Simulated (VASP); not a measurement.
# WC (Fm-3m) in VASP: single point with r2SCAN

Aim: the single point of WC with r2SCAN.

Program: VASP 6.6.1. These are calculated values, not measurements. Logs are shortened: lines on timing, memory, paths and dates and some standing lists are left out, and cuts for length are marked.

### 1 The cell of the first run

It takes space group Fm-3m (No. 225, cubic). Conventional cell: a = 4.385 Å, b = 4.385 Å, c = 4.385 Å, α = 90.00°, β = 90.00°, γ = 90.00°. W (site symmetry m-3m) has 6 C at 2.19 Å within 2.9 Å. C (site symmetry m-3m) has 6 W at 2.19 Å within 2.9 Å.

### 2 Single point, r2SCAN

File POSCAR:

```
WC
1.0
    0.0000000000      4.3853680000      4.3853680000
    4.3853680000      0.0000000000      4.3853680000
    4.3853680000      4.3853680000      0.0000000000
W C
8 8
Direct
    0.0000000000      0.0000000000      0.0000000000
    0.0000000000      0.0000000000      0.5000000000
    0.0000000000      0.5000000000      0.0000000000
    0.0000000000      0.5000000000      0.5000000000
    0.5000000000      0.0000000000      0.0000000000
    0.5000000000      0.0000000000      0.5000000000
    0.5000000000      0.5000000000      0.0000000000
    0.5000000000      0.5000000000      0.5000000000
    0.2500000000      0.2500000000      0.2500000000
    0.2500000000      0.2500000000      0.7500000000
    0.2500000000      0.7500000000      0.2500000000
    0.2500000000      0.7500000000      0.7500000000
    0.7500000000      0.2500000000      0.2500000000
    0.7500000000      0.2500000000      0.7500000000
    0.7500000000      0.7500000000      0.2500000000
    0.7500000000      0.7500000000      0.7500000000
```

File INCAR.step1:

```
ALGO     = Normal         # electronic algorithm
EDIFF    = 1E-5           # SCF threshold, eV
ENCUT    = 660            # plane-wave cutoff, eV
GGA      = PE             # functional
GGA_COMPAT= False        
ISMEAR   = -1             # smearing method
LASPH    = True           # aspherical terms in the spheres
LCHARG   = False          # write CHGCAR
LREAL    = False          # projectors in reciprocal space
LWAVE    = True           # write WAVECAR
NBANDS   = 86             # bands
NELM     = 120            # most SCF steps
PREC     = Accurate       # precision mode
SIGMA    = 0.15           # smearing width, eV
```

File INCAR.step2:

```
ALGO     = Normal         # electronic algorithm
EDIFF    = 1E-6           # SCF threshold, eV
ENCUT    = 660            # plane-wave cutoff, eV
GGA_COMPAT= False        
ISIF     = 2              # what is computed and relaxed
ISMEAR   = -1             # smearing method
ISTART   = 1            
LASPH    = True           # aspherical terms in the spheres
LCHARG   = False          # write CHGCAR
LMIXTAU  = True         
LREAL    = False          # projectors in reciprocal space
LWAVE    = False          # write WAVECAR
METAGGA  = R2SCAN         # meta-GGA
NBANDS   = 86             # bands
NELM     = 120            # most SCF steps
PREC     = Accurate       # precision mode
SIGMA    = 0.15           # smearing width, eV
```

File KPOINTS:

```
k-points
0
Gamma
  3 3 3
```

Potentials or basis: VASP PAW PBE potentials, release 64 (W_sv, C).

Started as:

```sh
cat potpaw_PBE.64/W_sv/POTCAR potpaw_PBE.64/C/POTCAR > POTCAR
cp INCAR.step1 INCAR
mpirun -np 1 vasp_std > vasp.out
cp INCAR.step2 INCAR
mpirun -np 1 vasp_std > vasp.out
```

OUTCAR:

```text
EDIFF = 1E-6
   ENCUT = 660
   ISIF = 2
   ISMEAR = -1
   ISTART = 1
   LASPH = True
   LREAL = False
   METAGGA = R2SCAN
   NELM = 120
   PREC = Accurate

 ion  position               nearest neighbor table
   1  0.000  0.000  0.000-  10 2.19  11 2.19  12 2.19  13 2.19  14 2.19  15 2.19   2 3.10   3 3.10
                             5 3.10   2 3.10   4 3.10   6 3.10   3 3.10   4 3.10   7 3.10   5 3.10
   2  0.000  0.000  0.500-   9 2.19  11 2.19  12 2.19  13 2.19  14 2.19  16 2.19   1 3.10   4 3.10
                             6 3.10   1 3.10   3 3.10   5 3.10   3 3.10   4 3.10   8 3.10   5 3.10
   3  0.000  0.500  0.000-   9 2.19  10 2.19  12 2.19  13 2.19  15 2.19  16 2.19   1 3.10   4 3.10
                             7 3.10   2 3.10   4 3.10   8 3.10   1 3.10   2 3.10   5 3.10   5 3.10
   4  0.000  0.500  0.500-   9 2.19  10 2.19  11 2.19  14 2.19  15 2.19  16 2.19   2 3.10   3 3.10
                             8 3.10   1 3.10   3 3.10   7 3.10   1 3.10   2 3.10   6 3.10   6 3.10
   5  0.500  0.000  0.000-   9 2.19  10 2.19  11 2.19  14 2.19  15 2.19  16 2.19   1 3.10   6 3.10
                             7 3.10   2 3.10   6 3.10   8 3.10   3 3.10   7 3.10   8 3.10   1 3.10
   6  0.500  0.000  0.500-   9 2.19  10 2.19  12 2.19  13 2.19  15 2.19  16 2.19   2 3.10   5 3.10
                             8 3.10   1 3.10   5 3.10   7 3.10   4 3.10   7 3.10   8 3.10   1 3.10
   7  0.500  0.500  0.000-   9 2.19  11 2.19  12 2.19  13 2.19  14 2.19  16 2.19   3 3.10   5 3.10
                             8 3.10   4 3.10   6 3.10   8 3.10   1 3.10   5 3.10   6 3.10   1 3.10
   8  0.500  0.500  0.500-  10 2.19  11 2.19  12 2.19  13 2.19  14 2.19  15 2.19   4 3.10   6 3.10
                             7 3.10   3 3.10   5 3.10   7 3.10   2 3.10   5 3.10   6 3.10   2 3.10
   9  0.250  0.250  0.250-   2 2.19   3 2.19   4 2.19   5 2.19   6 2.19   7 2.19
  10  0.250  0.250  0.750-   1 2.19   3 2.19   4 2.19   5 2.19   6 2.19   8 2.19
  11  0.250  0.750  0.250-   1 2.19   2 2.19   4 2.19   5 2.19   7 2.19   8 2.19
  12  0.250  0.750  0.750-   1 2.19   2 2.19   3 2.19   6 2.19   7 2.19   8 2.19
  13  0.750  0.250  0.250-   1 2.19   2 2.19   3 2.19   6 2.19   7 2.19   8 2.19
  14  0.750  0.250  0.750-   1 2.19   2 2.19   4 2.19   5 2.19   7 2.19   8 2.19
[... 6 lines left out ...]
  Lattice vectors:

 A1 = (   0.0000000000,   4.3853680000,   4.3853680000)
 A2 = (   4.3853680000,   0.0000000000,   4.3853680000)
 A3 = (   4.3853680000,   4.3853680000,   0.0000000000)

Analysis of symmetry for initial positions (statically):
=====================================================================
 Subroutine PRICEL returns following result:

  LATTYP: Found a face centered cubic cell.
 ALAT       =     4.3853680000

  Lattice vectors:

 A1 = (   0.0000000000,   2.1926840000,   2.1926840000)
 A2 = (   2.1926840000,   0.0000000000,   2.1926840000)
 A3 = (   2.1926840000,   2.1926840000,   0.0000000000)

   8 primitive cells build up your supercell.

 Routine SETGRP: Setting up the symmetry group for a
 face centered cubic supercell.

 Subroutine GETGRP returns: Found 48 space group operations
 (whereof 48 operations were pure point group operations)
 out of a pool of 48 trial point group operations.

The static configuration has the point symmetry O_h .

Analysis of symmetry for dynamics (positions and initial velocities):
=====================================================================
 Subroutine PRICEL returns following result:

  LATTYP: Found a face centered cubic cell.
 ALAT       =     4.3853680000

  Lattice vectors:

 A1 = (   0.0000000000,   2.1926840000,   2.1926840000)
 A2 = (   2.1926840000,   0.0000000000,   2.1926840000)
 A3 = (   2.1926840000,   2.1926840000,   0.0000000000)

   8 primitive cells build up your supercell.

 Routine SETGRP: Setting up the symmetry group for a
 face centered cubic supercell.

 Subroutine GETGRP returns: Found 48 space group operations
 (whereof 48 operations were pure point group operations)
 out of a pool of 48 trial point group operations.

The dynamic configuration has the point symmetry O_h .

 Subroutine INISYM returns: Found 48 space group operations
 (whereof 48 operations are pure point group operations),
 and found     8 'primitive' translations

----------------------------------------------------------------------------------------

                                     Primitive cell

  volume of cell :      21.0842

  direct lattice vectors                    reciprocal lattice vectors
     0.000000000  2.192684000  2.192684000    -0.228031034  0.228031034  0.228031034
     2.192684000  0.000000000  2.192684000     0.228031034 -0.228031034  0.228031034
     2.192684000  2.192684000  0.000000000     0.228031034  0.228031034 -0.228031034

  length of vectors
     3.100923451  3.100923451  3.100923451     0.394961337  0.394961337  0.394961337

  position of ions in fractional coordinates (direct lattice)
     0.000000000  0.000000000  0.000000000
     0.500000000  0.500000000  0.500000000

  ion indices of the primitive-cell ions
   primitive index   ion index
                 1           1
                 2           9

----------------------------------------------------------------------------------------

 KPOINTS: k-points

Automatic generation of k-mesh.
 Grid dimensions read from file:
 generate k-points for:    3    3    3

 Generating k-lattice:

  Cartesian coordinates                     Fractional coordinates (reciprocal lattice)
    -0.038005172  0.038005172  0.038005172     0.333333333  0.000000000  0.000000000
     0.038005172 -0.038005172  0.038005172     0.000000000  0.333333333  0.000000000
     0.038005172  0.038005172 -0.038005172     0.000000000  0.000000000  0.333333333

  Length of vectors
     0.065826889  0.065826889  0.065826889

  Shift w.r.t. Gamma in fractional coordinates (k-lattice)
     0.000000000  0.000000000  0.000000000

 Subroutine IBZKPT returns following result:
 ===========================================

 Found      4 irreducible k-points:

 Following reciprocal coordinates:
            Coordinates               Weight
  0.000000  0.000000  0.000000      1.000000
  0.333333  0.000000  0.000000      8.000000
  0.333333  0.333333  0.000000      6.000000
 -0.333333  0.333333  0.000000     12.000000
   k-points           NKPTS =      4   k-points in BZ     NKDIM =      4   number of bands    NBANDS=     86
   number of dos      NEDOS =    301   number of ions     NIONS =     16
   total plane-waves  NPLWV = 157464
   dimension x,y,z NGX =    54 NGY =   54 NGZ =   54
   dimension x,y,z NGXF=   108 NGYF=  108 NGZF=  108
   ions per type =               8   8
   NGX,Y,Z   is equivalent  to a cutoff of  14.48, 14.48, 14.48 a.u.
   NGXF,Y,Z  is equivalent  to a cutoff of  28.95, 28.95, 28.95 a.u.
 SYSTEM =  unknown system
   PREC   = accura    normal or accurate (medium, high low for compatibility)
   ISTART =      1    job   : 0-new  1-cont  2-samecut
   ICHARG =      0    charge: 1-file 2-atom 10-const
   ISPIN  =      1    spin polarized calculation?
   LNONCOLLINEAR =      F non collinear calculations
   LSORBIT =      F    spin-orbit coupling
   LASPH  =      T    aspherical Exc in radial PAW
   ENCUT  =  660.0 eV  48.51 Ry    6.96 a.u.  12.99 12.99 12.99*2*pi/ulx,y,z
   NELM   =    120;   NELMIN=  2; NELMDL=  0     # of ELM steps
   EDIFF  = 0.1E-05   stopping-criterion for ELM
   LREAL  =      F    real-space projection
   EDIFFG = 0.1E-04   stopping-criterion for IOM
   NSW    =      0    number of steps for IOM
   IBRION =     -1    ionic relax: 0-MD 1-quasi-New 2-CG
   NFREE  =      0    steps in history (QN), initial steepest desc. (CG)
   ISIF   =      2    stress and relaxation
   ISYM   =      2    0-nonsym 1-usesym 2-fastsym
   POTIM  = 0.5000    time-step for ionic-motion
   TEBEG  =    0.0;   TEEND  =   0.0 temperature during run
   PSTRESS=    0.0 pullay stress
   NELECT =     144.0000    total number of electrons
   NUPDOWN=      -1.0000    fix difference up-down
   EMIN   =  10.00;   EMAX   =-10.00  energy-range for DOS
   EFERMI =   0.00;   METHOD = LEGACY
   ISMEAR =    -1;   SIGMA  =   0.15  broadening in eV -4-tet -1-fermi 0-gaus
   EFERMI_NEDOS =   21; number of points for ismear=-14 and -15
   IALGO  =     38    algorithm
   IMIX   =      4    mixing-type and parameters
     AMIX     =   0.40;   BMIX     =  1.00
     AMIX_MAG =   1.60;   BMIX_MAG =  1.00
  volume/ion in A,a.u.               =      10.54        71.14
  Fermi-wavevector in a.u.,A,eV,Ry     =   1.553029  2.934800 32.815887  2.411900
  Thomas-Fermi vector in A             =   2.657319
   LORBIT       =      0    0 simple, 1 ext, 2 COOP (PROOUT), +10 PAW based schemes
   METAGGA = R2SCAN    functional components
   LHFCALC =     F    Hartree Fock is set to
   AEXX    =    0.0000 exact exchange contribution
   IVDW    =     0    specifies the selected vdW correction
   LEPSILON=     F    determine dielectric tensor
   LRPA    =     F    only Hartree local field effects (RPA)
 non-spin polarized calculation
  energy-cutoff  :      660.00
  volume of cell :      168.67
 maximum number of plane-waves:      6517
 NGX is ok and might be reduce to    54
   NGX = 25   NGY = 25   NGZ = 25

 number of electron     144.0000018 magnetization

 Free energy of the ion-electron system (eV)
  ---------------------------------------------------
  ext. energy  EPLUGINS =         0.00000000
  ---------------------------------------------------
  free energy    TOTEN  =      -484.89469130 eV

  energy without entropy =     -484.17089707  energy(sigma->0) =     -484.53279419

 E-fermi :  12.3978     XC(G=0): -14.8494

 val. band max:       12.3249043953   @ k =   0.3333   0.3333   0.0000
 cond. band min:      12.6378362668   @ k =  -0.3333   0.3333   0.0000
 fundamental gap:      0.3129318715
 Fermi energy:        12.3977533771

 k-point     1 :       0.0000    0.0000    0.0000
  band No.  band energies     occupation
      1     -65.0465      2.00000
      2     -65.0050      2.00000
      3     -65.0050      2.00000
      4     -65.0050      2.00000
      5     -65.0050      2.00000
      6     -64.9911      2.00000
[... 337 lines left out ...]
     83      14.0850      0.00003
     84      14.7080      0.00000
 [bands above 84 left out]

------------------------ aborting loop because EDIFF is reached ----------------------------------------

  FORCE on cell =-STRESS in cart. coord.  units (eV):
  Direction    XX          YY          ZZ          XY          YZ          ZX
  --------------------------------------------------------------------------------------
  -------------------------------------------------------------------------------------
  Total       -2.6573127     -2.6573127     -2.6573127     -0.0000000     -0.0000000      0.0000000
  in kB      -25.2409164    -25.2409164    -25.2409164     -0.0000000     -0.0000000      0.0000000
  external PRESSURE =     -25.2409164 kB  Pullay stress =       0.0000000 kB

 VOLUME and BASIS-vectors are now :
 -----------------------------------------------------------------------------
  energy-cutoff  :      660.00
  volume of cell :      168.67
      direct lattice vectors                 reciprocal lattice vectors
     0.000000000  4.385368000  4.385368000    -0.114015517  0.114015517  0.114015517
     4.385368000  0.000000000  4.385368000     0.114015517 -0.114015517  0.114015517
     4.385368000  4.385368000  0.000000000     0.114015517  0.114015517 -0.114015517

 POSITION                                       TOTAL-FORCE (eV/Angst)
 -----------------------------------------------------------------------------------
      0.00000      0.00000      0.00000        -0.000000     -0.000000     -0.000000
      2.19268      2.19268      0.00000        -0.000000      0.000000      0.000000
      2.19268      0.00000      2.19268         0.000000     -0.000000     -0.000000
      4.38537      2.19268      2.19268         0.000000      0.000000      0.000000
      0.00000      2.19268      2.19268         0.000000      0.000000      0.000000
      2.19268      4.38537      2.19268        -0.000000     -0.000000     -0.000000
[... 8 lines left out ...]
      4.38537      4.38537      6.57805         0.000000      0.000000      0.000000
      6.57805      6.57805      6.57805        -0.000000     -0.000000      0.000000
 -----------------------------------------------------------------------------------
    total drift:                               -0.000000      0.000000     -0.000000

  FREE ENERGIE OF THE ION-ELECTRON SYSTEM (eV)
  ---------------------------------------------------
  free  energy   TOTEN  =      -484.8946913030 eV

  energy  without entropy=     -484.1708970702  energy(sigma->0) =     -484.53279419
```

Wall time 5.3 min (1 thread of Intel Xeon 6975P-C (Granite Rapids), shared host); peak memory 0.44 GiB.

What came out:

```
Free energy            : -484.8947 eV
Pressure               : -2.5 GPa
Band gap on the k mesh : zero (bands 72 and 73 overlap by 0.63 eV)
```

Levels at points of the mesh, in eV from the Fermi level:
```csv
k point,band 68,band 69,band 70,band 71,band 72,band 73,band 74,band 75,band 76,band 77
"(0.00, 0.00, 0.00)",-1.15,-1.15,-1.15,-1.01,-1.01,0.87,0.87,0.87,1.10,1.10
```

Caveat: the k points lie up to 0.41 Å⁻¹ apart, too coarse for converged energies and pressures of a metal; the PAW data sets were made with another functional, which shifts forces and pressure a little; spin-orbit coupling is left out, which moves the levels of the heavy elements.
